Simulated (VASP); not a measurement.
# Ta (I4_1/amd) in VASP: a series of runs

The runs below take Ta through single point, relaxation of shape and atoms at fixed volume, with PBE.

Program: VASP 6.6.1. These are calculated values, not measurements. Logs are shortened: lines on timing, memory, paths and dates and some standing lists are left out, and cuts for length are marked.

**1. The cell of the first run**

Symmetry: I4_1/amd, No. 141, tetragonal system. Conventional cell: a = 4.217 Å, b = 4.217 Å, c = 2.302 Å, α = 90.00°, β = 90.00°, γ = 90.00°. Within 2.9 Å of Ta (site symmetry -4m2) lie 10 Ta at 2.19 to 2.73 Å.

**2. Single point, PBE (volume scaled by 0.52)**

File INCAR:

```
PREC = Accurate
ENCUT = 520
EDIFF = 1E-6
ISMEAR = -1
SIGMA = 0.1
LREAL = F
LASPH = T
NELM = 60
ALGO = Normal
ISIF = 2
LWAVE = F
LCHARG = F
GGA = PE
NBANDS = 18
```

File KPOINTS:

```
Automatic mesh
0
Gamma
  17 17 17
```

File POSCAR:

```
Ta
1.0
   -2.1084615846      2.1084615846      1.1512227636
    2.1084615846     -2.1084615846      1.1512227636
    2.1084615846      2.1084615846     -1.1512227636
Ta
2
Direct
   -0.3750000000     -0.1250000000     -0.2500000000
    0.3750000000      0.1250000000      0.2500000000
```

Potentials or basis: VASP PAW PBE potentials, release 64 (Ta_pv).

Run with:

```
> cat potpaw_PBE.64/Ta_pv/POTCAR > POTCAR
> mpirun -np 1 vasp_std > vasp.out
```

OUTCAR:

```text
PREC = Accurate
   ENCUT = 520
   EDIFF = 1E-6
   ISMEAR = -1
   LREAL = F
   LASPH = T
   NELM = 60
   ISIF = 2
   GGA = PE

 ion  position               nearest neighbor table
   1  0.625  0.875  0.750-   2 2.19   2 2.19   2 2.19   2 2.19   2 2.73   2 2.73   2 2.73   2 2.73
                             2 3.57   2 3.57
   2  0.375  0.125  0.250-   1 2.19   1 2.19   1 2.19   1 2.19   1 2.73   1 2.73   1 2.73   1 2.73
                             1 3.57   1 3.57

  LATTYP: Found a body centered tetragonal cell.
 ALAT       =     4.2169231692
 C/A-ratio  =     0.5460012988

  Lattice vectors:

 A1 = (  -2.1084615846,   2.1084615846,   1.1512227636)
 A2 = (   2.1084615846,  -2.1084615846,   1.1512227636)
 A3 = (   2.1084615846,   2.1084615846,  -1.1512227636)

Analysis of symmetry for initial positions (statically):
=====================================================================
 Subroutine PRICEL returns:
 Original cell was already a primitive cell.

 Routine SETGRP: Setting up the symmetry group for a
 body centered tetragonal supercell.

 Subroutine GETGRP returns: Found 16 space group operations
 (whereof  4 operations were pure point group operations)
 out of a pool of 16 trial point group operations.

The static configuration has the point symmetry C_2h.
 The point group associated with its full space group is D_4h.

Analysis of symmetry for dynamics (positions and initial velocities):
=====================================================================
 Subroutine PRICEL returns:
 Original cell was already a primitive cell.

 Routine SETGRP: Setting up the symmetry group for a
 body centered tetragonal supercell.

 Subroutine GETGRP returns: Found 16 space group operations
 (whereof  4 operations were pure point group operations)
 out of a pool of 16 trial point group operations.

The dynamic configuration has the point symmetry C_2h.
 The point group associated with its full space group is D_4h.

 Subroutine INISYM returns: Found 16 space group operations
 (whereof  4 operations are pure point group operations),
 and found     1 'primitive' translations

----------------------------------------------------------------------------------------

                                     Primitive cell

  volume of cell :      20.4716

  direct lattice vectors                    reciprocal lattice vectors
    -2.108461585  2.108461585  1.151222764     0.000000000  0.237139725  0.434320807
     2.108461585 -2.108461585  1.151222764     0.237139725  0.000000000  0.434320807
     2.108461585  2.108461585 -1.151222764     0.237139725  0.237139725  0.000000000

  length of vectors
     3.196331391  3.196331391  3.196331391     0.494843220  0.494843220  0.335366215

  position of ions in fractional coordinates (direct lattice)
     0.625000000  0.875000000  0.750000000
     0.375000000  0.125000000  0.250000000

  ion indices of the primitive-cell ions
   primitive index   ion index
                 1           1
                 2           2

----------------------------------------------------------------------------------------

 KPOINTS: Automatic mesh

Automatic generation of k-mesh.
 Grid dimensions read from file:
 generate k-points for:   17   17   17

 Generating k-lattice:

  Cartesian coordinates                     Fractional coordinates (reciprocal lattice)
     0.000000000  0.013949396  0.025548283     0.058823529  0.000000000  0.000000000
     0.013949396  0.000000000  0.025548283     0.000000000  0.058823529  0.000000000
     0.013949396  0.013949396  0.000000000     0.000000000  0.000000000  0.058823529

  Length of vectors
     0.029108425  0.029108425  0.019727424

  Shift w.r.t. Gamma in fractional coordinates (k-lattice)
     0.000000000  0.000000000  0.000000000

 Subroutine IBZKPT returns following result:
 ===========================================

 Found    405 irreducible k-points:

 Following reciprocal coordinates:
            Coordinates               Weight
  0.000000  0.000000  0.000000      1.000000
  0.058824  0.000000 -0.000000      8.000000
  0.117647  0.000000 -0.000000      8.000000
  0.176471  0.000000 -0.000000      8.000000
  0.235294  0.000000 -0.000000      8.000000
  0.294118  0.000000 -0.000000      8.000000
[... 16 lines left out ...]
 -0.176471  0.058824  0.000000     16.000000
 -0.117647  0.058824  0.000000     16.000000
 [... further k-points ...]
   k-points           NKPTS =    405   k-points in BZ     NKDIM =    405   number of bands    NBANDS=     18
   number of dos      NEDOS =    301   number of ions     NIONS =      2
   total plane-waves  NPLWV =  13824
   dimension x,y,z NGX =    24 NGY =   24 NGZ =   24
   dimension x,y,z NGXF=    48 NGYF=   48 NGZF=   48
   ions per type =               2
   NGX,Y,Z   is equivalent  to a cutoff of  12.48, 12.48, 12.48 a.u.
   NGXF,Y,Z  is equivalent  to a cutoff of  24.97, 24.97, 24.97 a.u.
 SYSTEM =  unknown system
   PREC   = accura    normal or accurate (medium, high low for compatibility)
   ISTART =      0    job   : 0-new  1-cont  2-samecut
   ICHARG =      2    charge: 1-file 2-atom 10-const
   ISPIN  =      1    spin polarized calculation?
   LNONCOLLINEAR =      F non collinear calculations
   LSORBIT =      F    spin-orbit coupling
   LASPH  =      T    aspherical Exc in radial PAW
   ENCUT  =  520.0 eV  38.22 Ry    6.18 a.u.   5.94  5.94  5.94*2*pi/ulx,y,z
   NELM   =     60;   NELMIN=  2; NELMDL= -5     # of ELM steps
   EDIFF  = 0.1E-05   stopping-criterion for ELM
   LREAL  =      F    real-space projection
   EDIFFG = 0.1E-04   stopping-criterion for IOM
   NSW    =      0    number of steps for IOM
   IBRION =     -1    ionic relax: 0-MD 1-quasi-New 2-CG
   NFREE  =      0    steps in history (QN), initial steepest desc. (CG)
   ISIF   =      2    stress and relaxation
   ISYM   =      2    0-nonsym 1-usesym 2-fastsym
   POTIM  = 0.5000    time-step for ionic-motion
   TEBEG  =    0.0;   TEEND  =   0.0 temperature during run
   PSTRESS=    0.0 pullay stress
   NELECT =      22.0000    total number of electrons
   NUPDOWN=      -1.0000    fix difference up-down
   EMIN   =  10.00;   EMAX   =-10.00  energy-range for DOS
   EFERMI =   0.00;   METHOD = LEGACY
   ISMEAR =    -1;   SIGMA  =   0.10  broadening in eV -4-tet -1-fermi 0-gaus
   EFERMI_NEDOS =   21; number of points for ismear=-14 and -15
   IALGO  =     38    algorithm
   IMIX   =      4    mixing-type and parameters
     AMIX     =   0.40;   BMIX     =  1.00
     AMIX_MAG =   1.60;   BMIX_MAG =  1.00
  volume/ion in A,a.u.               =      10.24        69.07
  Fermi-wavevector in a.u.,A,eV,Ry     =   1.676868  3.168821 38.258024  2.811885
  Thomas-Fermi vector in A             =   2.761235
   LORBIT       =      0    0 simple, 1 ext, 2 COOP (PROOUT), +10 PAW based schemes
   GGA     = PE    functional components
   LHFCALC =     F    Hartree Fock is set to
   AEXX    =    0.0000 exact exchange contribution
   IVDW    =     0    specifies the selected vdW correction
   LEPSILON=     F    determine dielectric tensor
   LRPA    =     F    only Hartree local field effects (RPA)
 non-spin polarized calculation
  energy-cutoff  :      520.00
  volume of cell :       20.47
 maximum number of plane-waves:       567
   NGX = 11   NGY = 11   NGZ = 11

 number of electron      21.9999997 magnetization

 Free energy of the ion-electron system (eV)
  ---------------------------------------------------
  ext. energy  EPLUGINS =         0.00000000
  ---------------------------------------------------
  free energy    TOTEN  =        -9.27786035 eV

  energy without entropy =       -9.24757126  energy(sigma->0) =       -9.26271581

 E-fermi :  12.1127     XC(G=0): -15.7427

 val. band max:       12.1064439165   @ k =  -0.1765  -0.4706   0.1176
 cond. band min:      12.1144380072   @ k =  -0.3529   0.3529   0.2353
 fundamental gap:      0.0079940907
 Fermi energy:        12.1127403874

 k-point     1 :       0.0000    0.0000    0.0000
  band No.  band energies     occupation
      1     -25.3290      2.00000
      2     -25.3290      2.00000
      3     -20.0598      2.00000
      4     -19.9855      2.00000
      5     -19.7460      2.00000
      6     -19.7460      2.00000
[... 10 lines left out ...]
     17      26.3000      0.00000
     18      26.3000      0.00000

 k-point     2 :       0.0588    0.0000   -0.0000
  band No.  band energies     occupation
      1     -25.3149      2.00000
      2     -25.2600      2.00000
      3     -20.2944      2.00000
      4     -20.2136      2.00000
      5     -19.7711      2.00000
      6     -19.7370      2.00000
[... 10 lines left out ...]
     17      25.4956      0.00000
     18      26.2072      0.00000

 k-point     3 :       0.1176    0.0000   -0.0000
  band No.  band energies     occupation
      1     -25.2736      2.00000
      2     -25.0632      2.00000
      3     -20.9286      2.00000
      4     -20.7827      2.00000
      5     -19.9014      2.00000
      6     -19.7120      2.00000
[... 10 lines left out ...]
     17      24.8539      0.00000
     18      26.6693      0.00000

 k-point     4 :       0.1765    0.0000   -0.0000
  band No.  band energies     occupation
      1     -25.2083      2.00000
      2     -24.7737      2.00000
      3     -21.8380      2.00000
      4     -21.5054      2.00000
      5     -20.1293      2.00000
      6     -19.6768      2.00000
[... 375 lines left out ...]
      4     -21.4795      2.00000
      5     -20.3827      2.00000
      6     -19.6818      2.00000
[... 10 lines left out ...]
     17      24.7727      0.00000
     18      27.0004      0.00000

 k-point    23 :      -0.1765    0.0588    0.0000
  band No.  band energies     occupation
      1     -25.2913      2.00000
      2     -24.8762      2.00000
      3     -21.1261      2.00000
      4     -20.7807      2.00000
      5     -20.0707      2.00000
      6     -19.7144      2.00000
[... 10 lines left out ...]
     17      23.8884      0.00000
     18      26.2693      0.00000

 k-point    24 :      -0.1176    0.0588    0.0000
  band No.  band energies     occupation
      1     -25.3107      2.00000
      2     -25.1472      2.00000
      3     -20.4775      2.00000
      4     -20.2195      2.00000
      5     -19.8878      2.00000
      6     -19.7032      2.00000
[... 10 lines left out ...]
     17      24.1323      0.00000
     18      25.7982      0.00000

 [... further k-points ...]

------------------------ aborting loop because EDIFF is reached ----------------------------------------

  FORCE on cell =-STRESS in cart. coord.  units (eV):
  Direction    XX          YY          ZZ          XY          YZ          ZX
  --------------------------------------------------------------------------------------
  -------------------------------------------------------------------------------------
  Total       48.6999743     48.6999743     48.7342089      0.0000000     -0.0000000     -0.0000000
  in kB     3811.4354492   3811.4354492   3814.1147733      0.0000000     -0.0000000     -0.0000000
  external PRESSURE =    3812.3285572 kB  Pullay stress =       0.0000000 kB

 VOLUME and BASIS-vectors are now :
 -----------------------------------------------------------------------------
  energy-cutoff  :      520.00
  volume of cell :       20.47
      direct lattice vectors                 reciprocal lattice vectors
    -2.108461585  2.108461585  1.151222764     0.000000000  0.237139725  0.434320807
     2.108461585 -2.108461585  1.151222764     0.237139725  0.000000000  0.434320807
     2.108461585  2.108461585 -1.151222764     0.237139725  0.237139725  0.000000000

 POSITION                                       TOTAL-FORCE (eV/Angst)
 -----------------------------------------------------------------------------------
      2.10846      1.05423      0.86342        -0.000000      0.000000     -0.000000
      0.00000      1.05423      0.28781         0.000000     -0.000000      0.000000
 -----------------------------------------------------------------------------------
    total drift:                               -0.000000      0.000000      0.000000

  FREE ENERGIE OF THE ION-ELECTRON SYSTEM (eV)
  ---------------------------------------------------
  free  energy   TOTEN  =        -9.2778603458 eV

  energy  without entropy=       -9.2475712643  energy(sigma->0) =       -9.26271581
```

Run time: 3.6 min. Hardware: 1 thread of AMD EPYC 7R43 (Zen 3), shared host; peak memory 0.2 GiB.

Results:

```yaml
Free_energy: -9.2779 eV
Pressure: 381.2 GPa
Band_gap_on_the_k_mesh: zero (band 11 reaches 13.31 eV, above the bottom of band 12 at 10.26 eV)
```

Caveat: spin-orbit coupling is left out, which moves the levels of the heavy elements.

**3. Single point, PBE (volume scaled by 0.92)**

File INCAR:

```
SYSTEM = Ta
  ALGO = Normal
  EDIFF = 1E-6
  ENCUT = 520
  GGA = PE
  ISIF = 2
  ISMEAR = -1
  LASPH = .True.
  LCHARG = .False.
  LREAL = .False.
  LWAVE = .False.
  NBANDS = 18
  NELM = 60
  PREC = Accurate
  SIGMA = 0.1
```

File KPOINTS:

```
k-points
0
Gamma
  17 17 17
  0 0 0
```

File POSCAR:

```
Ta
1.0
   -2.5664082365      2.5664082365      1.3747500902
    2.5664082365     -2.5664082365      1.3747500902
    2.5664082365      2.5664082365     -1.3747500902
Ta
2
Direct
   -0.3750000000     -0.1250000000     -0.2500000000
    0.3750000000      0.1250000000      0.2500000000
```

Potentials or basis: VASP PAW PBE potentials, release 64 (Ta_pv).

Run with:

```
> cat potpaw_PBE.64/Ta_pv/POTCAR > POTCAR
> mpirun -np 1 vasp_std > vasp.out
```

It took 6 min on 1 thread of Intel Xeon 8259CL, shared host; peak memory 0.34 GiB.

It converged, with:

```yaml
Free_energy: -21.9949 eV
Pressure: 15.8 GPa
Band_gap_on_the_k_mesh: zero (band 11 reaches 6.60 eV, above the bottom of band 12 at 5.22 eV)
```

Stress tensor (GPa, compression positive):
```
15.79  0.00  0.00
 0.00 15.79  0.00
 0.00  0.00 15.70
```

Levels at points of the mesh, in eV from the Fermi level:
```
           k point  band 9  band 10  band 11  band 12  band 13  band 14
(0.00, 0.00, 0.00)   -2.63    -2.43    -1.24     3.39     3.39     3.49
```

Caveat: spin-orbit coupling is left out, which moves the levels of the heavy elements.

[end of part 1 of 2]
